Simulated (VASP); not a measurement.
**WC: single point with revPBE+D3(BJ)**

Crystal: WC.

```
CELL_PARAMETERS angstrom
0.00000 2.16844 2.16844
2.16844 0.00000 2.16844
2.16844 2.16844 0.00000
ATOMIC_POSITIONS crystal
W 0.00000 0.00000 0.00000
C 0.50000 0.50000 0.50000
```

- Program: VASP 6.6.1
- Task: single point
- Functional: revPBE
- Dispersion: D3(BJ)
- Potentials or basis: VASP PAW PBE potentials, release 64 (W_sv, C_h)
- Cutoff: 910 eV
- k mesh: 10 × 10 × 10
- Occupations: fermi-dirac, width 0.05 eV
- Spin: no spin polarisation
- Dipole correction: no
- Second run: hard_potentials
- Further INCAR settings: ALGO = Normal; EDIFF = 1e-06; NBANDS = 16

The pressure is 0.9 GPa. The band gap on the k mesh is zero (band 9 reaches 14.45 eV, above the bottom of band 10 at 11.10 eV) and the dispersion energy per atom is -0.881 eV.

Levels at points of the mesh, in eV from the Fermi level:
```tsv
k point	band 6	band 7	band 8	band 9	band 10	band 11	band 12	band 13
(0.00, 0.00, 0.00)	-2.92	-2.92	-2.92	-1.19	-1.19	-1.19	-1.04	-1.04
(0.50, 0.00, 0.00)	-10.15	-6.88	-6.88	1.07	1.07	2.43	4.89	9.11
(0.50, 0.50, 0.00)	-6.08	-5.75	-2.62	-2.62	0.87	2.36	2.36	5.72
```

It took 16 s on 1 thread of Intel(R) Xeon(R) 6975P-C (Granite Rapids), with other jobs on the host, peak memory 0.2 GiB.

Caveat: the cutoff is under 1.25 times the usual one of these potentials, so pressure, stress and relaxed cells hold a basis-set (Pulay) error; the PAW data sets were made with another functional, which shifts forces and pressure a little; spin-orbit coupling is left out, which moves the levels of the heavy elements; pairwise dispersion overbinds metals, which lowers pressure and volume.
